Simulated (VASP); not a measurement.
# Cu (P6_3/mmc) in VASP: settings compared

The runs below take Cu through single point, with r2SCAN, r2SCAN+U.

All numbers are computed with VASP 6.6.1; they aren't measurements. Logs are shortened: lines on timing, memory, paths and dates and some standing lists are left out, and cuts for length are marked.

### Step 1. The cell of the first run

It takes space group P6_3/mmc (No. 194, hexagonal). The conventional cell has a = 2.534 Å, b = 2.534 Å, c = 4.113 Å, α = 90.00°, β = 90.00°, γ = 120.00°. Within 3.3 Å of Cu (site symmetry -6m2) lie 12 Cu at 2.52 to 2.53 Å.

### Step 2. Single point, r2SCAN

The input, POSCAR:

```
Cu
1.0
    2.5340966698      0.0000000000      0.0000000000
   -1.2670483349      2.1945920917      0.0000000000
    0.0000000000      0.0000000000      4.1125710000
Cu
2
Direct
    0.3333333300      0.6666666700      0.2500000000
    0.6666666700      0.3333333300      0.7500000000
```

The input, INCAR.step1:

```
SYSTEM = Cu
PREC = Accurate
ENCUT = 520
ISMEAR = 0
SIGMA = 0.1
LREAL = .FALSE.
LASPH = .TRUE.
NELM = 80
NBANDS = 18
GGA = PE
ALGO = Normal
EDIFF = 1E-4
LWAVE = .TRUE.
LCHARG = .FALSE.
```

The input, INCAR.step2:

```
SYSTEM = Cu
PREC = Accurate
ENCUT = 520
EDIFF = 1E-6
ISMEAR = 0
SIGMA = 0.1
LREAL = .FALSE.
LASPH = .TRUE.
NELM = 80
ALGO = Normal
ISIF = 2
LWAVE = .FALSE.
LCHARG = .TRUE.
METAGGA = R2SCAN
LMIXTAU = .TRUE.
LELF = .TRUE.
LVHAR = .TRUE.
NBANDS = 18
ISTART = 1
```

The input, KPOINTS:

```
Automatic mesh
0
G
  12 12 4
  0 0 0
```

Potentials or basis: VASP PAW PBE potentials, release 64 (Cu).

The run is started by

```sh
cat potpaw_PBE.64/Cu/POTCAR > POTCAR
cp INCAR.step1 INCAR
mpirun -np 1 vasp_std > vasp.out
cp INCAR.step2 INCAR
mpirun -np 1 vasp_std > vasp.out
```

OUTCAR:

```text
SYSTEM = Cu
   PREC = Accurate
   ENCUT = 520
   EDIFF = 1E-6
   ISMEAR = 0
   LREAL = .FALSE.
   LASPH = .TRUE.
   NELM = 80
   ISIF = 2
   METAGGA = R2SCAN
   ISTART = 1

 ion  position               nearest neighbor table
   1  0.333  0.667  0.250-   2 2.52   2 2.52   2 2.52   2 2.52   2 2.52   2 2.52
   2  0.667  0.333  0.750-   1 2.52   1 2.52   1 2.52   1 2.52   1 2.52   1 2.52

  LATTYP: Found a hexagonal cell.
 ALAT       =     2.5340966698
 C/A-ratio  =     1.6228942838

  Lattice vectors:

 A1 = (   2.5340966698,   0.0000000000,   0.0000000000)
 A2 = (  -1.2670483349,   2.1945920917,   0.0000000000)
 A3 = (   0.0000000000,   0.0000000000,   4.1125710000)

Analysis of symmetry for initial positions (statically):
=====================================================================
 Subroutine PRICEL returns:
 Original cell was already a primitive cell.

 Routine SETGRP: Setting up the symmetry group for a
 hexagonal supercell.

 Subroutine GETGRP returns: Found 24 space group operations
 (whereof 12 operations were pure point group operations)
 out of a pool of 24 trial point group operations.

The static configuration has the point symmetry D_3d.
 The point group associated with its full space group is D_6h.

Analysis of symmetry for dynamics (positions and initial velocities):
=====================================================================
 Subroutine PRICEL returns:
 Original cell was already a primitive cell.

 Routine SETGRP: Setting up the symmetry group for a
 hexagonal supercell.

 Subroutine GETGRP returns: Found 24 space group operations
 (whereof 12 operations were pure point group operations)
 out of a pool of 24 trial point group operations.

The dynamic configuration has the point symmetry D_3d.
 The point group associated with its full space group is D_6h.

 Subroutine INISYM returns: Found 24 space group operations
 (whereof 12 operations are pure point group operations),
 and found     1 'primitive' translations

----------------------------------------------------------------------------------------

                                     Primitive cell

  volume of cell :      22.8713

  direct lattice vectors                    reciprocal lattice vectors
     2.534096670  0.000000000  0.000000000     0.394617937  0.227832772  0.000000000
    -1.267048335  2.194592092  0.000000000     0.000000000  0.455665544  0.000000000
     0.000000000  0.000000000  4.112571000     0.000000000  0.000000000  0.243156896

  length of vectors
     2.534096670  2.534096670  4.112571000     0.455665544  0.455665544  0.243156896

  position of ions in fractional coordinates (direct lattice)
     0.333333330  0.666666670  0.250000000
     0.666666670  0.333333330  0.750000000

  ion indices of the primitive-cell ions
   primitive index   ion index
                 1           1
                 2           2

----------------------------------------------------------------------------------------

 KPOINTS: Automatic mesh

Automatic generation of k-mesh.
 Grid dimensions read from file:
 generate k-points for:   12   12    4

 Generating k-lattice:

  Cartesian coordinates                     Fractional coordinates (reciprocal lattice)
     0.032884828  0.018986064  0.000000000     0.083333333 -0.000000000  0.000000000
     0.000000000  0.037972129  0.000000000     0.000000000  0.083333333  0.000000000
     0.000000000  0.000000000  0.060789224     0.000000000  0.000000000  0.250000000

  Length of vectors
     0.037972129  0.037972129  0.060789224

  Shift w.r.t. Gamma in fractional coordinates (k-lattice)
     0.000000000  0.000000000  0.000000000

 Subroutine IBZKPT returns following result:
 ===========================================

 Found     57 irreducible k-points:

 Following reciprocal coordinates:
            Coordinates               Weight
  0.000000  0.000000  0.000000      1.000000
  0.083333 -0.000000  0.000000      6.000000
  0.166667 -0.000000  0.000000      6.000000
  0.250000 -0.000000  0.000000      6.000000
  0.333333 -0.000000  0.000000      6.000000
  0.416667 -0.000000  0.000000      6.000000
[... 16 lines left out ...]
  0.250000 -0.000000  0.250000     12.000000
  0.333333 -0.000000  0.250000     12.000000
 [... further k-points ...]
   k-points           NKPTS =     57   k-points in BZ     NKDIM =     57   number of bands    NBANDS=     18
   number of dos      NEDOS =    301   number of ions     NIONS =      2
   total plane-waves  NPLWV =  12800
   dimension x,y,z NGX =    20 NGY =   20 NGZ =   32
   dimension x,y,z NGXF=    40 NGYF=   40 NGZF=   64
   ions per type =               2
   NGX,Y,Z   is equivalent  to a cutoff of  13.12, 13.12, 12.94 a.u.
   NGXF,Y,Z  is equivalent  to a cutoff of  26.24, 26.24, 25.87 a.u.
 SYSTEM =  Cu
   PREC   = accura    normal or accurate (medium, high low for compatibility)
   ISTART =      1    job   : 0-new  1-cont  2-samecut
   ICHARG =      0    charge: 1-file 2-atom 10-const
   ISPIN  =      1    spin polarized calculation?
   LNONCOLLINEAR =      F non collinear calculations
   LSORBIT =      F    spin-orbit coupling
   LASPH  =      T    aspherical Exc in radial PAW
   ENCUT  =  520.0 eV  38.22 Ry    6.18 a.u.   4.71  4.71  7.65*2*pi/ulx,y,z
   NELM   =     80;   NELMIN=  2; NELMDL=  0     # of ELM steps
   EDIFF  = 0.1E-05   stopping-criterion for ELM
   LREAL  =      F    real-space projection
   EDIFFG = 0.1E-04   stopping-criterion for IOM
   NSW    =      0    number of steps for IOM
   IBRION =     -1    ionic relax: 0-MD 1-quasi-New 2-CG
   NFREE  =      0    steps in history (QN), initial steepest desc. (CG)
   ISIF   =      2    stress and relaxation
   ISYM   =      2    0-nonsym 1-usesym 2-fastsym
   POTIM  = 0.5000    time-step for ionic-motion
   TEBEG  =    0.0;   TEEND  =   0.0 temperature during run
   PSTRESS=    0.0 pullay stress
   NELECT =      22.0000    total number of electrons
   NUPDOWN=      -1.0000    fix difference up-down
   EMIN   =  10.00;   EMAX   =-10.00  energy-range for DOS
   EFERMI =   0.00;   METHOD = LEGACY
   ISMEAR =     0;   SIGMA  =   0.10  broadening in eV -4-tet -1-fermi 0-gaus
   EFERMI_NEDOS =   21; number of points for ismear=-14 and -15
   IALGO  =     38    algorithm
   IMIX   =      4    mixing-type and parameters
     AMIX     =   0.40;   BMIX     =  1.00
     AMIX_MAG =   1.60;   BMIX_MAG =  1.00
  volume/ion in A,a.u.               =      11.44        77.17
  Fermi-wavevector in a.u.,A,eV,Ry     =   1.616041  3.053874 35.532800  2.611587
  Thomas-Fermi vector in A             =   2.710691
   LORBIT       =      0    0 simple, 1 ext, 2 COOP (PROOUT), +10 PAW based schemes
   METAGGA = R2SCAN    functional components
   LHFCALC =     F    Hartree Fock is set to
   AEXX    =    0.0000 exact exchange contribution
   IVDW    =     0    specifies the selected vdW correction
   LEPSILON=     F    determine dielectric tensor
   LRPA    =     F    only Hartree local field effects (RPA)
 non-spin polarized calculation
 Gauss-broadening in eV      SIGMA  =   0.10
  energy-cutoff  :      520.00
  volume of cell :       22.87
 maximum number of plane-waves:       640
 NGX is ok and might be reduce to    20
   NGX =  9   NGY =  9   NGZ = 15

 number of electron      21.9999979 magnetization

 Free energy of the ion-electron system (eV)
  ---------------------------------------------------
  ext. energy  EPLUGINS =         0.00000000
  ---------------------------------------------------
  free energy    TOTEN  =       -21.62169710 eV

  energy without entropy =      -21.61327383  energy(sigma->0) =      -21.61748546

 E-fermi :   7.6409     XC(G=0): -13.9657

 val. band max:        7.6369832859   @ k =   0.3333   0.1667   0.2500
 cond. band min:       7.6751116206   @ k =   0.1667   0.0833   0.2500
 fundamental gap:      0.0381283348
 Fermi energy:         7.6409414468

 k-point     1 :       0.0000    0.0000    0.0000
  band No.  band energies     occupation
      1      -2.1279      2.00000
      2       2.3743      2.00000
      3       4.5627      2.00000
      4       4.6057      2.00000
      5       4.6059      2.00000
      6       4.8329      2.00000
[... 10 lines left out ...]
     17      32.5720      0.00000
     18      32.5721      0.00000

 k-point     2 :       0.0833   -0.0000    0.0000
  band No.  band energies     occupation
      1      -1.8904      2.00000
      2       2.5063      2.00000
      3       4.4194      2.00000
      4       4.6917      2.00000
      5       4.7215      2.00000
      6       4.7969      2.00000
[... 10 lines left out ...]
     17      33.4847      0.00000
     18      33.6659      0.00000

 k-point     3 :       0.1667   -0.0000    0.0000
  band No.  band energies     occupation
      1      -1.1944      2.00000
      2       2.8384      2.00000
      3       4.2133      2.00000
      4       4.3843      2.00000
      5       4.6608      2.00000
      6       4.9197      2.00000
[... 10 lines left out ...]
     17      30.6919      0.00000
     18      32.7799      0.00000

 k-point     4 :       0.2500   -0.0000    0.0000
  band No.  band energies     occupation
      1      -0.1040      2.00000
      2       3.1392      2.00000
      3       3.8178      2.00000
      4       4.0655      2.00000
      5       4.5790      2.00000
      6       4.7636      2.00000
[... 10 lines left out ...]
     17      27.1000      0.00000
     18      29.7960      0.00000

 k-point     5 :       0.3333   -0.0000    0.0000
  band No.  band energies     occupation
      1       1.2008      2.00000
      2       3.1393      2.00000
      3       3.4231      2.00000
      4       4.0977      2.00000
      5       4.6217      2.00000
      6       4.6658      2.00000
[... 10 lines left out ...]
     17      24.3073      0.00000
     18      28.4533      0.00000

 k-point     6 :       0.4167   -0.0000    0.0000
  band No.  band energies     occupation
      1       2.2629      2.00000
      2       2.9922      2.00000
      3       3.1947      2.00000
      4       4.3161      2.00000
      5       4.5241      2.00000
      6       4.6590      2.00000
[... 10 lines left out ...]
     17      22.0682      0.00000
     18      27.9975      0.00000

 k-point     7 :       0.5000   -0.0000    0.0000
  band No.  band energies     occupation
      1       2.6426      2.00000
      2       2.8845      2.00000
      3       3.1203      2.00000
      4       4.4895      2.00000
      5       4.5121      2.00000
      6       4.6227      2.00000
[... 10 lines left out ...]
     17      21.7222      0.00000
     18      27.8722      0.00000

 k-point     8 :       0.0833    0.0833    0.0000
  band No.  band energies     occupation
      1      -1.4232      2.00000
      2       2.7421      2.00000
      3       4.2597      2.00000
      4       4.5785      2.00000
      5       4.7160      2.00000
      6       4.8355      2.00000
[... 10 lines left out ...]
     17      32.5777      0.00000
     18      32.6610      0.00000
[... 229 lines left out ...]
     17      21.7713      0.00000
     18      21.7713      0.00000

 k-point    20 :       0.0000    0.0000    0.2500
  band No.  band energies     occupation
      1      -1.5238      2.00000
      2       1.9355      2.00000
      3       4.4500      2.00000
      4       4.5290      2.00000
      5       4.5291      2.00000
      6       4.7235      2.00000
[... 10 lines left out ...]
     17      31.5410      0.00000
     18      32.1102      0.00000

 k-point    21 :       0.0833   -0.0000    0.2500
  band No.  band energies     occupation
      1      -1.2924      2.00000
      2       2.1033      2.00000
      3       4.4200      2.00000
      4       4.4588      2.00000
      5       4.4968      2.00000
      6       4.5988      2.00000
[... 10 lines left out ...]
     17      29.8877      0.00000
     18      31.7960      0.00000

 k-point    22 :       0.1667   -0.0000    0.2500
  band No.  band energies     occupation
      1      -0.6195      2.00000
      2       2.5439      2.00000
      3       3.9932      2.00000
      4       4.2710      2.00000
      5       4.4573      2.00000
      6       4.7590      2.00000
[... 10 lines left out ...]
     17      28.7906      0.00000
     18      29.6741      0.00000

 k-point    23 :       0.2500   -0.0000    0.2500
  band No.  band energies     occupation
      1       0.4109      2.00000
      2       2.9894      2.00000
      3       3.6324      2.00000
      4       4.1389      2.00000
      5       4.3911      2.00000
      6       4.8283      2.00000
[... 10 lines left out ...]
     17      28.5695      0.00000
     18      29.3548      0.00000

 k-point    24 :       0.3333   -0.0000    0.2500
  band No.  band energies     occupation
      1       1.5531      2.00000
      2       3.0416      2.00000
      3       3.4647      2.00000
      4       4.0009      2.00000
      5       4.6028      2.00000
      6       4.7733      2.00000
[... 10 lines left out ...]
     17      27.4511      0.00000
     18      29.0146      0.00000

 [... further k-points ...]
[... 5 lines left out ...]
  --------------------------------------------------------------------------------------
  -------------------------------------------------------------------------------------
  Total        0.1213400      0.1213400      0.1258245      0.0000000      0.0000000      0.0000000
  in kB        8.5001053      8.5001053      8.8142475      0.0000000      0.0000000      0.0000000
  external PRESSURE =       8.6048194 kB  Pullay stress =       0.0000000 kB

 VOLUME and BASIS-vectors are now :
 -----------------------------------------------------------------------------
  energy-cutoff  :      520.00
  volume of cell :       22.87
      direct lattice vectors                 reciprocal lattice vectors
     2.534096670  0.000000000  0.000000000     0.394617937  0.227832772  0.000000000
    -1.267048335  2.194592092  0.000000000     0.000000000  0.455665544  0.000000000
     0.000000000  0.000000000  4.112571000     0.000000000  0.000000000  0.243156896

 POSITION                                       TOTAL-FORCE (eV/Angst)
 -----------------------------------------------------------------------------------
     -0.00000      1.46306      1.02814        -0.000000      0.000000      0.000000
      1.26705      0.73153      3.08443         0.000000     -0.000000      0.000000
 -----------------------------------------------------------------------------------
    total drift:                               -0.000001      0.000000     -0.000000

  FREE ENERGIE OF THE ION-ELECTRON SYSTEM (eV)
  ---------------------------------------------------
  free  energy   TOTEN  =       -21.6216970977 eV

  energy  without entropy=      -21.6132738251  energy(sigma->0) =      -21.61748546
```

Wall time 54 s (1 thread of Intel Xeon Platinum 8488C (Sapphire Rapids), shared host); peak memory 0.15 GiB.

Results:

* Free energy: -21.6217 eV
* Pressure: 0.9 GPa
* Band gap on the k mesh: zero (band 11 reaches 12.05 eV, above the bottom of band 12 at 5.68 eV)

Caveat: the k points lie up to 0.38 Å⁻¹ apart; the PAW data sets were made with another functional, which shifts forces and pressure a little.

### Step 3. Single point, r2SCAN

The input, POSCAR:

```
Cu
1.0
    2.5305027271      0.0000000000      0.0000000000
   -1.2652513636      2.1914796461      0.0000000000
    0.0000000000      0.0000000000      4.1298555581
Cu
2
Direct
    0.3333333333      0.6666666667      0.2500000000
    0.6666666667      0.3333333333      0.7500000000
```

The input, INCAR.step1:

```
SYSTEM = Cu
PREC     = Accurate       ! precision mode
ENCUT    = 520            ! plane-wave cutoff, eV
ISMEAR   = 0              ! smearing method
SIGMA    = 0.1            ! smearing width, eV
LREAL    = .FALSE.        ! projectors in reciprocal space
LASPH    = .TRUE.         ! aspherical terms in the spheres
NELM     = 100            ! most SCF steps
NBANDS   = 18             ! bands
GGA      = PE             ! functional
ALGO     = Normal         ! electronic algorithm
EDIFF    = 1E-4           ! SCF threshold, eV
LWAVE    = .TRUE.         ! write WAVECAR
LCHARG   = .FALSE.        ! write CHGCAR
```

The input, INCAR.step2:

```
SYSTEM = Cu
PREC     = Accurate       ! precision mode
ENCUT    = 520            ! plane-wave cutoff, eV
EDIFF    = 1E-6           ! SCF threshold, eV
ISMEAR   = 0              ! smearing method
SIGMA    = 0.1            ! smearing width, eV
LREAL    = .FALSE.        ! projectors in reciprocal space
LASPH    = .TRUE.         ! aspherical terms in the spheres
NELM     = 100            ! most SCF steps
ALGO     = Normal         ! electronic algorithm
ISIF     = 2              ! what is computed and relaxed
LWAVE    = .FALSE.        ! write WAVECAR
LCHARG   = .FALSE.        ! write CHGCAR
METAGGA  = R2SCAN         ! meta-GGA
LMIXTAU  = .TRUE.       
NBANDS   = 18             ! bands
ISTART   = 1
```

The input, KPOINTS:

```
Automatic mesh
0
G
  18 18 10
  0 0 0
```

Potentials or basis: VASP PAW PBE potentials, release 64 (Cu).

The run is started by

```sh
cat potpaw_PBE.64/Cu/POTCAR > POTCAR
cp INCAR.step1 INCAR
mpirun -np 1 vasp_std > vasp.out
cp INCAR.step2 INCAR
mpirun -np 1 vasp_std > vasp.out
```

Run time: 2.9 min. Hardware: 1 thread of Intel Xeon Platinum 8488C (Sapphire Rapids), shared host; peak memory 0.19 GiB.

It converged, with:

```yaml
Free_energy: -21.6319 eV
Pressure: 0.8 GPa
Band_gap_on_the_k_mesh: zero (band 11 reaches 12.07 eV, above the bottom of band 12 at 5.68 eV)
```

Levels at points of the mesh, in eV from the Fermi level:
```tsv
k point	band 9	band 10	band 11	band 12	band 13	band 14
(0.00, 0.00, 0.00)	-2.60	-1.81	-1.81	-1.07	4.20	22.46
(0.50, 0.00, 0.00)	-1.66	-1.60	0.04	1.76	8.32	8.84
(0.00, 0.00, 0.50)	-2.05	-2.05	-2.05	-2.05	13.33	13.33
(0.50, 0.00, 0.50)	-1.64	-1.64	0.54	0.54	5.32	5.32
```

Caveat: the PAW data sets were made with another functional, which shifts forces and pressure a little.

### Step 4. Single point, r2SCAN

The input, POSCAR:

```
Cu
1.0
    2.5305027254      0.0000000000      0.0000000000
   -1.2652513627      2.1914796445      0.0000000000
    0.0000000000      0.0000000000      4.1298555601
Cu
2
Direct
    0.3333333333      0.6666666667      0.2500000000
    0.6666666667      0.3333333333      0.7500000000
```

INCAR.step1 is that of step 3.

INCAR.step2 is that of step 3.

KPOINTS is that of step 3.

The run is started by

```sh
cat potpaw_PBE.64/Cu/POTCAR > POTCAR
cp INCAR.step1 INCAR
mpirun -np 1 vasp_std > vasp.out
cp INCAR.step2 INCAR
mpirun -np 1 vasp_std > vasp.out
```

It took 2.9 min on 1 thread of Intel Xeon Platinum 8488C (Sapphire Rapids), shared host; peak memory 0.19 GiB.

It converged, with:

```yaml
Free_energy: -21.6319 eV
Pressure: 0.8 GPa
Band_gap_on_the_k_mesh: zero (band 11 reaches 12.07 eV, above the bottom of band 12 at 5.68 eV)
```

Levels at points of the mesh, in eV from the Fermi level:
```tsv
k point	band 7	band 8	band 9	band 10	band 11	band 12	band 13	band 14	band 15	band 16
(0.00, 0.00, 0.00)	-2.90	-2.60	-2.60	-1.81	-1.81	-1.07	4.20	22.46	23.30	23.30
(0.50, 0.00, 0.00)	-2.85	-1.70	-1.66	-1.60	0.04	1.76	8.32	8.84	11.27	11.90
(0.00, 0.00, 0.50)	-3.16	-3.16	-2.05	-2.05	-2.05	-2.05	13.33	13.33	23.21	23.21
(0.50, 0.00, 0.50)	-1.99	-1.99	-1.64	-1.64	0.54	0.54	5.32	5.32	17.27	17.27
```

Caveat: the PAW data sets were made with another functional, which shifts forces and pressure a little.

(Continued in part 2 of 2.)
